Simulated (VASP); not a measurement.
# P (P6_3/mmc) in VASP: single point with r2SCAN

Aim: the single point of P with r2SCAN.

All numbers are computed with VASP 6.6.1; they aren't measurements. Logs are shortened: lines on timing, memory, paths and dates and some standing lists are left out, and cuts for length are marked.

## 1. The cell of the first run

Symmetry: P6_3/mmc, No. 194, hexagonal system. Conventional cell: a = 3.281 Å, b = 3.281 Å, c = 37.692 Å, α = 90.00°, β = 90.00°, γ = 120.00°. Within 3.0 Å of P (site symmetry 3m) lie 3 P at 2.26 Å. Within 3.0 Å of P (site symmetry 3m) lie 3 P at 2.26 Å. Within 3.0 Å of P (site symmetry 3m) lie 3 P at 2.26 Å.

This isn't the form of P at room conditions, which is orthorhombic.

## 2. Single point, r2SCAN

POSCAR

```
P
1.0
    3.2810653235      0.0000000000      0.0000000000
   -1.6405326617      2.8414859217      0.0000000000
    0.0000000000      0.0000000000     37.6918935586
P
12
Direct
    0.0000000000      0.0000000000      0.1827713239
    0.0000000000      0.0000000000      0.6827713239
    0.0000000000      0.0000000000      0.3172286761
    0.0000000000      0.0000000000      0.8172286761
    0.3333333333      0.6666666667      0.5164666709
    0.6666666667      0.3333333333      0.0164666709
    0.3333333333      0.6666666667      0.9835333291
    0.6666666667      0.3333333333      0.4835333291
    0.3333333333      0.6666666667      0.6498381080
    0.6666666667      0.3333333333      0.1498381080
    0.3333333333      0.6666666667      0.8501618920
    0.6666666667      0.3333333333      0.3501618920
```

INCAR.step1

```
PREC = Accurate ; ENCUT = 520
ISMEAR = 0 ; SIGMA = 0.02
LREAL = F ; LASPH = T
NELM = 80 ; NBANDS = 42
GGA = PE ; ALGO = Normal
EDIFF = 1E-4 ; LWAVE = T
LCHARG = F
```

INCAR.step2

```
PREC = Accurate ; ENCUT = 520
EDIFF = 1E-6 ; ISMEAR = 0
SIGMA = 0.02 ; LREAL = F
LASPH = T ; NELM = 80
ALGO = Normal ; ISIF = 2
LWAVE = F ; LCHARG = F
METAGGA = R2SCAN ; LMIXTAU = T
NBANDS = 42 ; ISTART = 1
```

KPOINTS

```
regular mesh
0
Gamma
  12 12 1
```

Potentials or basis: VASP PAW PBE potentials, release 64 (P).

On the command line:

```sh
$ cat potpaw_PBE.64/P/POTCAR > POTCAR
$ cp INCAR.step1 INCAR
$ mpirun -np 1 vasp_std > vasp.out
$ cp INCAR.step2 INCAR
$ mpirun -np 1 vasp_std > vasp.out
```

OUTCAR:

```text
PREC = Accurate
   ENCUT = 520
   EDIFF = 1E-6
   ISMEAR = 0
   LREAL = F
   LASPH = T
   NELM = 80
   ISIF = 2
   METAGGA = R2SCAN
   ISTART = 1

 ion  position               nearest neighbor table
   1  0.000  0.000  0.183-  10 2.26  10 2.26  10 2.26
   2  0.000  0.000  0.683-   9 2.26   9 2.26   9 2.26
   3  0.000  0.000  0.317-  12 2.26  12 2.26  12 2.26
   4  0.000  0.000  0.817-  11 2.26  11 2.26  11 2.26
   5  0.333  0.667  0.516-   8 2.26   8 2.26   8 2.26
   6  0.667  0.333  0.016-   7 2.26   7 2.26   7 2.26
   7  0.333  0.667  0.984-   6 2.26   6 2.26   6 2.26
   8  0.667  0.333  0.484-   5 2.26   5 2.26   5 2.26
   9  0.333  0.667  0.650-   2 2.26   2 2.26   2 2.26
  10  0.667  0.333  0.150-   1 2.26   1 2.26   1 2.26
  11  0.333  0.667  0.850-   4 2.26   4 2.26   4 2.26
  12  0.667  0.333  0.350-   3 2.26   3 2.26   3 2.26

  LATTYP: Found a hexagonal cell.
 ALAT       =     3.2810653235
 C/A-ratio  =    11.4876998299

  Lattice vectors:

 A1 = (   3.2810653235,   0.0000000000,   0.0000000000)
 A2 = (  -1.6405326617,   2.8414859217,   0.0000000000)
 A3 = (   0.0000000000,   0.0000000000,  37.6918935586)

Analysis of symmetry for initial positions (statically):
=====================================================================
 Subroutine PRICEL returns:
 Original cell was already a primitive cell.

 Routine SETGRP: Setting up the symmetry group for a
 hexagonal supercell.

 Subroutine GETGRP returns: Found 24 space group operations
 (whereof 12 operations were pure point group operations)
 out of a pool of 24 trial point group operations.

The static configuration has the point symmetry D_3d.
 The point group associated with its full space group is D_6h.

Analysis of symmetry for dynamics (positions and initial velocities):
=====================================================================
 Subroutine PRICEL returns:
 Original cell was already a primitive cell.

 Routine SETGRP: Setting up the symmetry group for a
 hexagonal supercell.

 Subroutine GETGRP returns: Found 24 space group operations
 (whereof 12 operations were pure point group operations)
 out of a pool of 24 trial point group operations.

The dynamic configuration has the point symmetry D_3d.
 The point group associated with its full space group is D_6h.

 Subroutine INISYM returns: Found 24 space group operations
 (whereof 12 operations are pure point group operations),
 and found     1 'primitive' translations

----------------------------------------------------------------------------------------

                                     Primitive cell

  volume of cell :     351.4053

  direct lattice vectors                    reciprocal lattice vectors
     3.281065324  0.000000000  0.000000000     0.304779058  0.175964271  0.000000000
    -1.640532662  2.841485922  0.000000000     0.000000000  0.351928543  0.000000000
     0.000000000  0.000000000 37.691893559     0.000000000  0.000000000  0.026530904

  length of vectors
     3.281065324  3.281065324 37.691893559     0.351928543  0.351928543  0.026530904

  position of ions in fractional coordinates (direct lattice)
     0.000000000  0.000000000  0.182771324
     0.000000000  0.000000000  0.682771324
     0.000000000  0.000000000  0.317228676
     0.000000000  0.000000000  0.817228676
     0.333333333  0.666666667  0.516466671
     0.666666667  0.333333333  0.016466671
     0.333333333  0.666666667  0.983533329
     0.666666667  0.333333333  0.483533329
     0.333333333  0.666666667  0.649838108
     0.666666667  0.333333333  0.149838108
     0.333333333  0.666666667  0.850161892
     0.666666667  0.333333333  0.350161892

  ion indices of the primitive-cell ions
   primitive index   ion index
                 1           1
                 2           2
                 3           3
                 4           4
                 5           5
                 6           6
                 7           7
                 8           8
                 9           9
                10          10
                11          11
                12          12

----------------------------------------------------------------------------------------

 KPOINTS: regular mesh

Automatic generation of k-mesh.
 Grid dimensions read from file:
 generate k-points for:   12   12    1

 Generating k-lattice:

  Cartesian coordinates                     Fractional coordinates (reciprocal lattice)
     0.025398255  0.014663689  0.000000000     0.083333333  0.000000000  0.000000000
     0.000000000  0.029327379  0.000000000     0.000000000  0.083333333  0.000000000
     0.000000000  0.000000000  0.026530904     0.000000000  0.000000000  1.000000000

  Length of vectors
     0.029327379  0.029327379  0.026530904

  Shift w.r.t. Gamma in fractional coordinates (k-lattice)
     0.000000000  0.000000000  0.000000000

 Subroutine IBZKPT returns following result:
 ===========================================

 Found     19 irreducible k-points:

 Following reciprocal coordinates:
            Coordinates               Weight
  0.000000  0.000000  0.000000      1.000000
  0.083333  0.000000  0.000000      6.000000
  0.166667  0.000000  0.000000      6.000000
  0.250000  0.000000  0.000000      6.000000
  0.333333  0.000000  0.000000      6.000000
  0.416667  0.000000  0.000000      6.000000
[... 11 lines left out ...]
  0.333333  0.250000  0.000000     12.000000
  0.333333  0.333333  0.000000      2.000000
   k-points           NKPTS =     19   k-points in BZ     NKDIM =     19   number of bands    NBANDS=     42
   number of dos      NEDOS =    301   number of ions     NIONS =     12
   total plane-waves  NPLWV = 161280
   dimension x,y,z NGX =    24 NGY =   24 NGZ =  280
   dimension x,y,z NGXF=    48 NGYF=   48 NGZF=  560
   ions per type =              12
   NGX,Y,Z   is equivalent  to a cutoff of  12.16, 12.16, 12.35 a.u.
   NGXF,Y,Z  is equivalent  to a cutoff of  24.32, 24.32, 24.70 a.u.
 SYSTEM =  unknown system
   PREC   = accura    normal or accurate (medium, high low for compatibility)
   ISTART =      1    job   : 0-new  1-cont  2-samecut
   ICHARG =      0    charge: 1-file 2-atom 10-const
   ISPIN  =      1    spin polarized calculation?
   LNONCOLLINEAR =      F non collinear calculations
   LSORBIT =      F    spin-orbit coupling
   LASPH  =      T    aspherical Exc in radial PAW
   ENCUT  =  520.0 eV  38.22 Ry    6.18 a.u.   6.10  6.10 70.08*2*pi/ulx,y,z
   NELM   =     80;   NELMIN=  2; NELMDL=  0     # of ELM steps
   EDIFF  = 0.1E-05   stopping-criterion for ELM
   LREAL  =      F    real-space projection
[... 7 lines left out ...]
   TEBEG  =    0.0;   TEEND  =   0.0 temperature during run
   PSTRESS=    0.0 pullay stress
   NELECT =      60.0000    total number of electrons
   NUPDOWN=      -1.0000    fix difference up-down
   EMIN   =  10.00;   EMAX   =-10.00  energy-range for DOS
   EFERMI =   0.00;   METHOD = LEGACY
   ISMEAR =     0;   SIGMA  =   0.02  broadening in eV -4-tet -1-fermi 0-gaus
   EFERMI_NEDOS =   21; number of points for ismear=-14 and -15
   IALGO  =     38    algorithm
   IMIX   =      4    mixing-type and parameters
     AMIX     =   0.40;   BMIX     =  1.00
     AMIX_MAG =   1.60;   BMIX_MAG =  1.00
  volume/ion in A,a.u.               =      29.28       197.62
  Fermi-wavevector in a.u.,A,eV,Ry     =   0.908216  1.716279 11.222851  0.824856
  Thomas-Fermi vector in A             =   2.032116
   LORBIT       =      0    0 simple, 1 ext, 2 COOP (PROOUT), +10 PAW based schemes
   METAGGA = R2SCAN    functional components
   LHFCALC =     F    Hartree Fock is set to
   AEXX    =    0.0000 exact exchange contribution
   IVDW    =     0    specifies the selected vdW correction
   LEPSILON=     F    determine dielectric tensor
   LRPA    =     F    only Hartree local field effects (RPA)
 non-spin polarized calculation
 Gauss-broadening in eV      SIGMA  =   0.02
  energy-cutoff  :      520.00
  volume of cell :      351.41
 maximum number of plane-waves:      9576
   NGX = 13   NGY = 13   NGZ =141

 number of electron      59.9999987 magnetization

 Free energy of the ion-electron system (eV)
  ---------------------------------------------------
  ext. energy  EPLUGINS =         0.00000000
  ---------------------------------------------------
  free energy    TOTEN  =      -107.14408610 eV

  energy without entropy =     -107.14408610  energy(sigma->0) =     -107.14408610

 E-fermi :   1.2824     XC(G=0):  -7.7625

 val. band max:        1.1851564461   @ k =   0.1667   0.0833   0.0000
 cond. band min:       3.1741236653   @ k =   0.3333   0.0000   0.0000
 fundamental gap:      1.9889672192
 Fermi energy:         1.2824497358

 k-point     1 :       0.0000    0.0000    0.0000
  band No.  band energies     occupation
      1     -13.7496      2.00000
      2     -13.7486      2.00000
      3     -13.7485      2.00000
      4     -13.7467      2.00000
      5     -13.7466      2.00000
      6     -13.7457      2.00000
[... 34 lines left out ...]
     41       5.2734      0.00000
     42       5.3060      0.00000

 k-point     2 :       0.0833    0.0000    0.0000
  band No.  band energies     occupation
      1     -13.6320      2.00000
      2     -13.6311      2.00000
      3     -13.6310      2.00000
      4     -13.6292      2.00000
      5     -13.6291      2.00000
      6     -13.6281      2.00000
[... 754 lines left out ...]
     41       6.4008      0.00000
     42       6.5104      0.00000

 k-point    19 :       0.3333    0.3333    0.0000
  band No.  band energies     occupation
      1      -9.0437      2.00000
      2      -9.0437      2.00000
      3      -9.0435      2.00000
      4      -9.0435      2.00000
      5      -9.0435      2.00000
      6      -9.0435      2.00000
[... 34 lines left out ...]
     41       6.8917      0.00000
     42       6.8917      0.00000

------------------------ aborting loop because EDIFF is reached ----------------------------------------

  FORCE on cell =-STRESS in cart. coord.  units (eV):
  Direction    XX          YY          ZZ          XY          YZ          ZX
  --------------------------------------------------------------------------------------
  -------------------------------------------------------------------------------------
  Total       -2.3737597     -2.3737597     -3.8155309     -0.0000000      0.0000000     -0.0000000
  in kB      -10.8227840    -10.8227840    -17.3963132     -0.0000000      0.0000000     -0.0000000
  external PRESSURE =     -13.0139604 kB  Pullay stress =       0.0000000 kB

 VOLUME and BASIS-vectors are now :
 -----------------------------------------------------------------------------
  energy-cutoff  :      520.00
  volume of cell :      351.41
      direct lattice vectors                 reciprocal lattice vectors
     3.281065324  0.000000000  0.000000000     0.304779058  0.175964271  0.000000000
    -1.640532662  2.841485922  0.000000000     0.000000000  0.351928543  0.000000000
     0.000000000  0.000000000 37.691893559     0.000000000  0.000000000  0.026530904

 POSITION                                       TOTAL-FORCE (eV/Angst)
 -----------------------------------------------------------------------------------
      0.00000      0.00000      6.88900         0.000000     -0.000000     -0.455600
      0.00000      0.00000     25.73494        -0.000000     -0.000000     -0.455600
      0.00000      0.00000     11.95695         0.000000     -0.000000      0.455600
      0.00000      0.00000     30.80290        -0.000000      0.000000      0.455600
     -0.00000      1.89432     19.46661        -0.000000     -0.000000     -0.455166
      1.64053      0.94716      0.62066        -0.000000     -0.000000     -0.455166
     -0.00000      1.89432     37.07123         0.000000      0.000000      0.455166
      1.64053      0.94716     18.22529         0.000000      0.000000      0.455166
     -0.00000      1.89432     24.49363         0.000000     -0.000000      0.455229
      1.64053      0.94716      5.64768        -0.000000      0.000000      0.455229
     -0.00000      1.89432     32.04421         0.000000     -0.000000     -0.455229
      1.64053      0.94716     13.19826        -0.000000      0.000000     -0.455229
 -----------------------------------------------------------------------------------
    total drift:                                0.000000     -0.000000      0.000000

  FREE ENERGIE OF THE ION-ELECTRON SYSTEM (eV)
  ---------------------------------------------------
  free  energy   TOTEN  =      -107.1440861042 eV

  energy  without entropy=     -107.1440861042  energy(sigma->0) =     -107.14408610
```

Run time: 14 min. Hardware: 1 thread of Intel Xeon 6975P-C (Granite Rapids), shared host; peak memory 0.52 GiB.

What came out:

- Free energy: -107.1441 eV
- Pressure: -1.3 GPa
- Largest force: 0.456 eV/Å
- Band gap on the k mesh: 1.99 eV (least direct gap 2.32 eV)

Forces in eV/Å, atoms in the order of the input:
```
P    0.000  0.000 -0.456
P    0.000  0.000 -0.456
P    0.000  0.000  0.456
P    0.000  0.000  0.456
P    0.000  0.000 -0.455
P    0.000  0.000 -0.455
P    0.000  0.000  0.455
P    0.000  0.000  0.455
P    0.000  0.000  0.455
P    0.000  0.000  0.455
P    0.000  0.000 -0.455
P    0.000  0.000 -0.455
```

Stress tensor (GPa, compression positive):
```
-1.08  0.00  0.00
 0.00 -1.08  0.00
 0.00  0.00 -1.74
```

Levels at points of the mesh, in eV from the valence-band top:
| k point | band 26 | band 27 | band 28 | band 29 | band 30 | band 31 | band 32 | band 33 | band 34 | band 35 |
| --- | --- | --- | --- | --- | --- | --- | --- | --- | --- | --- |
| (0.00, 0.00, 0.00) | -0.30 | -0.30 | -0.30 | -0.30 | -0.27 | 4.03 | 4.03 | 4.03 | 4.03 | 4.03 |
| (0.50, 0.00, 0.00) | -1.55 | -1.54 | -1.51 | -1.50 | -1.48 | 2.17 | 2.17 | 2.18 | 2.19 | 2.20 |

Caveat: the PAW data sets were made with another functional, which shifts forces and pressure a little. A k mesh can miss the band edges.
